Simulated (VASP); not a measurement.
Wanted: the native input for a VASP 6.6.1 run.

```
Task                   : relaxation of cell and atoms
Functional             : PBEsol
Potentials or basis    : VASP PAW PBE potentials, release 64 (Sn_d, O)
Cutoff                 : 600 eV
k mesh                 : 5 × 5 × 5
Occupations            : fermi-dirac, width 0.05 eV
Spin                   : no spin polarisation
Dipole correction      : no
Further INCAR settings : ALGO = Normal; EDIFF = 1e-06; IBRION = 2; EDIFFG = -0.01; NSW = 60; ISIF = 3
```

The structure of SnO2 lies in POSCAR:

```
SnO2
1.0
    5.1752560000      0.0000000000      0.0000000000
    0.0000000000      5.1752560000      0.0000000000
    0.0000000000      0.0000000000      5.1752560000
Sn O
4 8
Direct
    0.0000000000      0.0000000000      0.0000000000
    0.5000000000      0.0000000000      0.5000000000
    0.5000000000      0.5000000000      0.0000000000
    0.0000000000      0.5000000000      0.5000000000
    0.6610980000      0.8389020000      0.1610980000
    0.8389020000      0.1610980000      0.6610980000
    0.1610980000      0.6610980000      0.8389020000
    0.3389020000      0.3389020000      0.3389020000
    0.6610980000      0.6610980000      0.6610980000
    0.8389020000      0.3389020000      0.1610980000
    0.1610980000      0.8389020000      0.3389020000
    0.3389020000      0.1610980000      0.8389020000
```

These files were run (other wordings do the same):

INCAR

```
ALGO = Normal
EDIFF = 1E-6
EDIFFG = -0.01
ENCUT = 600
GGA = PS
IBRION = 2
ISIF = 3
ISMEAR = -1
LASPH = True
LCHARG = False
LREAL = False
LWAVE = False
NELM = 100
NSW = 60
PREC = Accurate
SIGMA = 0.05
```

KPOINTS

```
k-points
0
Gamma
  5 5 5
```

Potentials or basis: VASP PAW PBE potentials, release 64 (Sn_d, O).

The run is started by

```bash
$ cat potpaw_PBE.64/Sn_d/POTCAR potpaw_PBE.64/O/POTCAR > POTCAR
$ mpirun -np 1 vasp_std > vasp.out
```

It gave:

The relaxed volume is 11.16 Å³/atom and the relaxed cell is a = 5.117 Å, b = 5.117 Å, c = 5.117 Å, α = 90.00°, β = 90.00°, γ = 90.00°. The space group after relaxing (to 0.1 Å) is Pa-3 (No. 205) and the energy gained by relaxing is 8.6 meV/atom. The ionic steps are 7, the pressure after relaxing is -0.1 GPa and the largest force after relaxing is 0.009 eV/Å. The band gap on the k mesh is 0.83 eV (least direct gap 0.90 eV).

Caveat: the PAW data sets were made with another functional, which shifts forces and pressure a little; spin-orbit coupling is left out, which moves the levels of the heavy elements; an odd mesh through Γ misses points on the zone boundary, where band edges can lie.

It took 10 min on 1 thread of Intel(R) Xeon(R) Platinum 8488C (Sapphire Rapids), on a shared host, peak memory 0.31 GiB.
